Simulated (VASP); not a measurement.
Runs of VASP 6.6.1 on Si. The structure is that of space group Fm-3m (No. 225), or close to it. The cells are those of the table. 

| task | level | potentials or basis | spin | cell | cutoff (eV) | smearing | k mesh for the DOS | occupations for the DOS | gap on the mesh (eV) | pressure (GPa) |
| --- | --- | --- | --- | --- | --- | --- | --- | --- | --- | --- |
| single point | LDA | VASP PAW LDA potentials, release 64 (Si) | off | a = 2.510 Å, angles 60.0°, 1 atom | 520 | fermi-dirac 0.08 eV | - | - | none | 31.2 |
| single point | LDA | VASP PAW LDA potentials, release 64 (Si) | off | a = 2.401 Å, angles 60.0°, 1 atom | 520 | fermi-dirac 0.08 eV | - | - | none | 67.3 |
| single point | LDA | VASP PAW LDA potentials, release 64 (Si) | off | a = 2.704 Å, angles 60.0°, 1 atom | 520 | fermi-dirac 0.08 eV | - | - | none | 0.1 |
| single point | LDA | VASP PAW LDA potentials, release 64 (Si) | off | a = 2.610 Å, angles 60.0°, 1 atom | 520 | fermi-dirac 0.08 eV | - | - | none | 11.7 |
| single point | LDA | VASP PAW LDA potentials, release 64 (Si) | collinear, ferromagnetic start | a = 2.401 Å, angles 60.0°, 1 atom | 500 | fermi-dirac 0.08 eV | - | - | none | 67.3 |
| relaxation of cell and atoms | LDA | VASP PAW LDA potentials, release 64 (Si) | off | relaxed from a = 2.828 Å, angles 60.0°, 1 atom | 600 | fermi-dirac 0.08 eV | - | - | none | 0.0 |
| single point | RPBE | VASP PAW PBE potentials, release 64 (Si) | off | a = 2.510 Å, angles 60.0°, 1 atom | 520 | fermi-dirac 0.08 eV | - | - | none | 38.0 |
| single point | LDA | VASP PAW LDA potentials, release 64 (Si) | off | a = 2.146 Å, angles 60.0°, 1 atom | 520 | fermi-dirac 0.005 eV | - | - | none | (a) |
| single point | LDA | VASP PAW LDA potentials, release 64 (Si) | off | a = 2.280 Å, angles 60.0°, 1 atom | 520 | fermi-dirac 0.08 eV | - | - | none | (b) |

Alike in all rows: k mesh 18 × 18 × 18.

Question: Estimate the missing entries.

Answer: (a) 285.5; (b) 137.6.

Caveats: the PAW data sets were made with another functional, which shifts forces and pressure a little (some runs).

A gap of «none» marks levels without a gap at the run's occupations.
